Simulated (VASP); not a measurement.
# BeS (F-43m) in VASP: a series of runs

The runs below take BeS through single point, relaxation of cell and atoms, with BLYP.

All numbers are computed with VASP 6.6.1; they aren't measurements. Logs are shortened: lines on timing, memory, paths and dates and some standing lists are left out, and cuts for length are marked.

## Step 1: The cell of the first run

Symmetry: F-43m, No. 216, cubic system. The conventional cell has a = 4.930 Å, b = 4.930 Å, c = 4.930 Å, α = 90.00°, β = 90.00°, γ = 90.00°. Within 2.8 Å of Be (site symmetry -43m) lie 4 S at 2.13 Å. Within 2.8 Å of S (site symmetry -43m) lie 4 Be at 2.13 Å.

## Step 2: Single point, BLYP

INCAR

```
SYSTEM = BeS
PREC = Accurate ; ENCUT = 520
EDIFF = 1E-6 ; ISMEAR = 0
SIGMA = 0.01 ; LREAL = .FALSE.
LASPH = .TRUE. ; NELM = 80
ALGO = Normal ; ISIF = 2
LWAVE = .FALSE. ; LCHARG = .FALSE.
GGA = B5 ; ALDAX = 1.0
AGGAX = 1.0 ; AGGAC = 1.0
ALDAC = 0.0 ; NBANDS = 11
```

KPOINTS

```
regular mesh
0
G
  6 6 6
  0 0 0
```

POSCAR

```
BeS
1.0
    3.4857399521      0.0000000000      0.0000000000
    1.7428699761      3.0187393495      0.0000000000
    1.7428699761      1.0062464498      2.8460947529
Be S
1 1
Direct
    0.0000000000      0.0000000000      0.0000000000
    0.2500000000      0.2500000000      0.2500000000
```

Potentials or basis: VASP PAW PBE potentials, release 64 (Be, S).

On the command line:

```bash
$ cat potpaw_PBE.64/Be/POTCAR potpaw_PBE.64/S/POTCAR > POTCAR
$ mpirun -np 1 vasp_std > vasp.out
```

OUTCAR:

```text
SYSTEM = BeS
   PREC = Accurate
   ENCUT = 520
   EDIFF = 1E-6
   ISMEAR = 0
   LREAL = .FALSE.
   LASPH = .TRUE.
   NELM = 80
   ISIF = 2
   GGA = B5

 ion  position               nearest neighbor table
   1  0.000  0.000  0.000-   2 2.13   2 2.13   2 2.13   2 2.13
   2  0.250  0.250  0.250-   1 2.13   1 2.13   1 2.13   1 2.13

  LATTYP: Found a face centered cubic cell.
 ALAT       =     4.9295807152

  Lattice vectors:

 A1 = (   3.4857399521,   0.0000000000,   0.0000000000)
 A2 = (   1.7428699761,   3.0187393495,   0.0000000000)
 A3 = (   1.7428699761,   1.0062464498,   2.8460947529)

Analysis of symmetry for initial positions (statically):
=====================================================================
 Subroutine PRICEL returns:
 Original cell was already a primitive cell.

 Routine SETGRP: Setting up the symmetry group for a
 face centered cubic supercell.

 Subroutine GETGRP returns: Found 24 space group operations
 (whereof 24 operations were pure point group operations)
 out of a pool of 48 trial point group operations.

The static configuration has the point symmetry T_d .

Analysis of symmetry for dynamics (positions and initial velocities):
=====================================================================
 Subroutine PRICEL returns:
 Original cell was already a primitive cell.

 Routine SETGRP: Setting up the symmetry group for a
 face centered cubic supercell.

 Subroutine GETGRP returns: Found 24 space group operations
 (whereof 24 operations were pure point group operations)
 out of a pool of 48 trial point group operations.

The dynamic configuration has the point symmetry T_d .

 Subroutine INISYM returns: Found 24 space group operations
 (whereof 24 operations are pure point group operations),
 and found     1 'primitive' translations

----------------------------------------------------------------------------------------

                                     Primitive cell

  volume of cell :      29.9481

  direct lattice vectors                    reciprocal lattice vectors
     3.485739952  0.000000000  0.000000000     0.286883133 -0.165632054 -0.117119549
     1.742869976  3.018739350  0.000000000     0.000000000  0.331264109 -0.117119549
     1.742869976  1.006246450  2.846094753     0.000000000  0.000000000  0.351358646

  length of vectors
     3.485739952  3.485739952  3.485739952     0.351358646  0.351358646  0.351358646

[... 78 lines left out ...]
   ISYM   =      2    0-nonsym 1-usesym 2-fastsym
   POTIM  = 0.5000    time-step for ionic-motion
   TEBEG  =    0.0;   TEEND  =   0.0 temperature during run
   PSTRESS=    0.0 pullay stress
   NELECT =       8.0000    total number of electrons
   NUPDOWN=      -1.0000    fix difference up-down
   EMIN   =  10.00;   EMAX   =-10.00  energy-range for DOS
   EFERMI =   0.00;   METHOD = LEGACY
   ISMEAR =     0;   SIGMA  =   0.01  broadening in eV -4-tet -1-fermi 0-gaus
   EFERMI_NEDOS =   21; number of points for ismear=-14 and -15
   IALGO  =     38    algorithm
   IMIX   =      4    mixing-type and parameters
     AMIX     =   0.40;   BMIX     =  1.00
     AMIX_MAG =   1.60;   BMIX_MAG =  1.00
  volume/ion in A,a.u.               =      14.97       101.05
  Fermi-wavevector in a.u.,A,eV,Ry     =   1.054342  1.992417 15.124740  1.111637
  Thomas-Fermi vector in A             =   2.189498
   LORBIT       =      0    0 simple, 1 ext, 2 COOP (PROOUT), +10 PAW based schemes
   GGA     = B5    functional components
   LHFCALC =     F    Hartree Fock is set to
   AEXX    =    0.0000 exact exchange contribution
   IVDW    =     0    specifies the selected vdW correction
   LEPSILON=     F    determine dielectric tensor
   LRPA    =     F    only Hartree local field effects (RPA)
 non-spin polarized calculation
 Gauss-broadening in eV      SIGMA  =   0.01
  energy-cutoff  :      520.00
  volume of cell :       29.95
 maximum number of plane-waves:       869
 NGX is ok and might be reduce to    28
   NGX = 13   NGY = 13   NGZ = 13

 number of electron       7.9999999 magnetization

 Free energy of the ion-electron system (eV)
  ---------------------------------------------------
  ext. energy  EPLUGINS =         0.00000000
  ---------------------------------------------------
  free energy    TOTEN  =        -9.19593211 eV

  energy without entropy =       -9.19593211  energy(sigma->0) =       -9.19593211

 E-fermi :   4.0940     XC(G=0):  -8.9216

 val. band max:        4.0425100614   @ k =   0.0000   0.0000   0.0000
 cond. band min:       7.5364279448   @ k =   0.5000   0.5000  -0.0000
 fundamental gap:      3.4939178834
 Fermi energy:         4.0939884732

 k-point     1 :       0.0000    0.0000    0.0000
  band No.  band energies     occupation
      1      -9.2498      2.00000
      2       4.0425      2.00000
      3       4.0425      2.00000
      4       4.0425      2.00000
      5       9.7620      0.00000
      6       9.8397      0.00000
      7       9.8397      0.00000
      8       9.8397      0.00000
      9      16.8934      0.00000
     10      16.8934      0.00000
     11      18.7529      0.00000
[... 197 lines left out ...]
 k-point    16 :      -0.3333    0.5000    0.1667
  band No.  band energies     occupation
      1      -7.2855      2.00000
      2      -0.2425      2.00000
      3       0.9079      2.00000
      4       1.1501      2.00000
      5       9.4307      0.00000
      6      10.8330      0.00000
      7      13.9633      0.00000
      8      14.3746      0.00000
      9      18.1426      0.00000
     10      18.2575      0.00000
     11      20.7051      0.00000

------------------------ aborting loop because EDIFF is reached ----------------------------------------

  FORCE on cell =-STRESS in cart. coord.  units (eV):
  Direction    XX          YY          ZZ          XY          YZ          ZX
  --------------------------------------------------------------------------------------
  -------------------------------------------------------------------------------------
  Total       -0.0466927     -0.0466927     -0.0466927     -0.0000000      0.0000000     -0.0000000
  in kB       -2.4979834     -2.4979834     -2.4979834     -0.0000000      0.0000000     -0.0000000
  external PRESSURE =      -2.4979834 kB  Pullay stress =       0.0000000 kB

 VOLUME and BASIS-vectors are now :
 -----------------------------------------------------------------------------
  energy-cutoff  :      520.00
  volume of cell :       29.95
      direct lattice vectors                 reciprocal lattice vectors
     3.485739952  0.000000000  0.000000000     0.286883133 -0.165632054 -0.117119549
     1.742869976  3.018739350  0.000000000     0.000000000  0.331264109 -0.117119549
     1.742869976  1.006246450  2.846094753     0.000000000  0.000000000  0.351358646

 POSITION                                       TOTAL-FORCE (eV/Angst)
 -----------------------------------------------------------------------------------
      0.00000      0.00000      0.00000         0.000000      0.000000     -0.000000
      1.74287      1.00625      0.71152        -0.000000     -0.000000      0.000000
 -----------------------------------------------------------------------------------
    total drift:                               -0.000000     -0.000000     -0.000000

  FREE ENERGIE OF THE ION-ELECTRON SYSTEM (eV)
  ---------------------------------------------------
  free  energy   TOTEN  =        -9.1959321087 eV

  energy  without entropy=       -9.1959321087  energy(sigma->0) =       -9.19593211
```

OSZICAR:

```text
N       E                     dE             d eps       ncg     rms          rms(c)
DAV:   1     0.225074510542E+02    0.22507E+02   -0.36852E+03   352   0.613E+02
DAV:   2    -0.795306206580E+01   -0.30461E+02   -0.28876E+02   483   0.116E+02
DAV:   3    -0.938260600042E+01   -0.14295E+01   -0.14266E+01   461   0.249E+01
DAV:   4    -0.939209906420E+01   -0.94931E-02   -0.94921E-02   435   0.232E+00
DAV:   5    -0.939219156887E+01   -0.92505E-04   -0.92504E-04   460   0.229E-01    0.480E+00
DAV:   6    -0.923410368150E+01    0.15809E+00   -0.24344E-01   387   0.224E+00    0.360E+00
DAV:   7    -0.919514520793E+01    0.38958E-01   -0.13676E-01   428   0.191E+00    0.177E+00
DAV:   8    -0.919605866489E+01   -0.91346E-03   -0.12661E-02   462   0.578E-01    0.145E-01
DAV:   9    -0.919588577738E+01    0.17289E-03   -0.69910E-04   410   0.170E-01    0.904E-02
DAV:  10    -0.919592922482E+01   -0.43447E-04   -0.76235E-05   441   0.656E-02    0.113E-02
DAV:  11    -0.919593207607E+01   -0.28513E-05   -0.64952E-06   436   0.160E-02    0.171E-02
DAV:  12    -0.919593210869E+01   -0.32616E-07   -0.48752E-07   258   0.433E-03
   1 F= -.91959321E+01 E0= -.91959321E+01  d E =-.242736E-15
```

Run time: 12 s. Hardware: 1 thread of AMD EPYC 7R13 (Zen 3), shared host; peak memory 0.11 GiB.

What came out:

| Item | Value |
| --- | --- |
| Free energy | -9.1959 eV |
| Pressure | -0.2 GPa |
| Band gap on the k mesh | 3.49 eV, indirect (least direct gap 5.72 eV) |

Levels at points of the mesh, in eV from the valence-band top:
```
           k point  band 2  band 3  band 4  band 5  band 6  band 7
(0.00, 0.00, 0.00)    0.00    0.00    0.00    5.72    5.80    5.80
(0.50, 0.00, 0.00)   -5.35   -0.95   -0.95    5.47    6.72    6.72
(0.50, 0.50, 0.00)   -4.67   -2.42   -2.42    3.49    5.14   12.44
```

Caveat: the PAW data sets were made with another functional, which shifts forces and pressure a little. A k mesh can miss the band edges.

## Step 3: Relaxation of cell and atoms, BLYP

This run uses another cell than the first one, of 14.26 Å³/atom, 0.952 times its volume.

INCAR

```
SYSTEM = BeS
PREC = Accurate ; ENCUT = 600
EDIFF = 1E-6 ; ISMEAR = 0
SIGMA = 0.01 ; LREAL = .False.
LASPH = .True. ; NELM = 100
ALGO = Normal ; ISIF = 3
LWAVE = .False. ; LCHARG = .False.
GGA = B5 ; ALDAX = 1.0
AGGAX = 1.0 ; AGGAC = 1.0
ALDAC = 0.0 ; IBRION = 2
NSW = 80 ; EDIFFG = -0.001
```

KPOINTS

```
Automatic mesh
0
Gamma
  6 6 6
  0 0 0
```

POSCAR

```
BeS
1.0
    3.4294680000      0.0000000000      0.0000000000
    1.7147340000      2.9700064095      0.0000000000
    1.7147340000      0.9900021365      2.8001488964
Be S
1 1
Direct
    0.0000000000      0.0000000000      0.0000000000
    0.2500000000      0.2500000000      0.2500000000
```

Potentials or basis: VASP PAW PBE potentials, release 64 (Be, S).

On the command line:

```bash
$ cat potpaw_PBE.64/Be/POTCAR potpaw_PBE.64/S/POTCAR > POTCAR
$ mpirun -np 1 vasp_std > vasp.out
```

It took 38 s on 1 thread of AMD EPYC 7R13 (Zen 3), shared host; peak memory 0.12 GiB.

Results (log left out):

* Free energy: -9.1969 eV
* Relaxed volume: 14.94 Å³/atom
* Relaxed cell: a = 3.483 Å, b = 3.483 Å, c = 3.483 Å, α = 60.00°, β = 60.00°, γ = 60.00°
* Space group after relaxing (to 0.05 Å): F-43m (No. 216)
* Energy gained by relaxing: 9.0 meV/atom
* Ionic steps: 5
* Pressure after relaxing: 0.0 GPa
* Band gap on the k mesh: 3.49 eV, indirect (least direct gap 5.74 eV)

Step by step:
```csv
step,energy change (eV),largest force (eV/Å),pressure (GPa),volume (Å³)
1,0.0000,0.0000,4.44,28.52
2,-0.0172,0.0000,-0.88,30.18
3,-0.0181,0.0000,0.02,29.87
4,-0.0181,0.0000,-0.07,29.90
5,-0.0181,0.0000,0.00,29.87
```

Final structure:
```
CELL_PARAMETERS angstrom
3.48284 0.00000 0.00000
1.74142 3.01623 0.00000
1.74142 1.00541 2.84373
ATOMIC_POSITIONS crystal
Be 0.00000 0.00000 0.00000
S 0.25000 0.25000 0.25000
```

Levels at points of the mesh, in eV from the valence-band top:
```
           k point  band 1  band 2  band 3  band 4  band 5  band 6  band 7  band 8
(0.00, 0.00, 0.00)  -13.31    0.00    0.00    0.00    5.74    5.80    5.80    5.80
(0.50, 0.00, 0.00)  -11.86   -5.37   -0.96   -0.96    5.48    6.72    6.72   11.28
(0.50, 0.50, 0.00)  -11.37   -4.69   -2.43   -2.43    3.49    5.14   12.46   12.46
```

Caveat: the PAW data sets were made with another functional, which shifts forces and pressure a little. Zero-point motion and thermal expansion aren't in these numbers.
